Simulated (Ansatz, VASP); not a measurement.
## One calculation of AlRu, two programs

Contents of INCAR:

```
PREC = Accurate
ENCUT = 520
EDIFF = 1E-8
ISMEAR = -1
SIGMA = 0.05
LREAL = F
LASPH = T
NELM = 80
ALGO = Normal
ISIF = 2
LWAVE = F
LCHARG = F
GGA = PE
LEFG = T
NBANDS = 16
```

File KPOINTS:

```
Automatic mesh
0
Gamma
  12 12 12
```

POSCAR

```
AlRu
1.0
    3.0114124979      0.0000000000      0.0000000000
    0.0000000000      3.0114124979      0.0000000000
    0.0000000000      0.0000000000      3.0114124979
Al Ru
1 1
Direct
    0.0000000000      0.0000000000      0.0000000000
    0.5000000000      0.5000000000      0.5000000000
```

Input for Ansatz:

```yaml
crystal:
  lattice:
    - [3.0114124979, 0.0, 0.0]
    - [0.0, 3.0114124979, 0.0]
    - [0.0, 0.0, 3.0114124979]
  atoms:
    - { symbol: Al, position: [0.0, 0.0, 0.0] }
    - { symbol: Ru, position: [0.5, 0.5, 0.5] }
kpoints:
  mp_grid: { grid: [12, 12, 12] }
scf:
  occupations: { method: fermi_dirac, width: 0.05 }
hamiltonian:
  xc: pbe
  pseudopotentials: { kind: paw }
output:
  forces: true
  stress: true
  eigenvalues: true
  efg: { contact_densities: true }
```

Change from the starting cell: volume scaled by 1.02, PAW files.

Alike in both runs: task electric field gradients; functional PBE; k mesh 12 × 12 × 12; occupations fermi-dirac, width 0.05 eV; no spin polarisation.

```csv
,VASP,Ansatz
version,VASP 6.6.1,Ansatz 0.2.0
potentials or method,"VASP PAW PBE potentials, release 64 (Al, Ru_pv)","PAW with Ansatz's default frozen-core files, scalar-relativistic"
plane-wave cutoff (eV),520,420
valence electrons in the cell,17,19
```

```csv
,VASP,Ansatz,Ansatz less VASP
pressure (GPa),-1.6,-1.6,+0.04
```

With one functional, cell and mesh, what is left measures potentials, basis and numerics. VASP's potentials hold 17 valence electrons a cell and Ansatz's 19, so a difference there can come from the potentials and not from the codes.
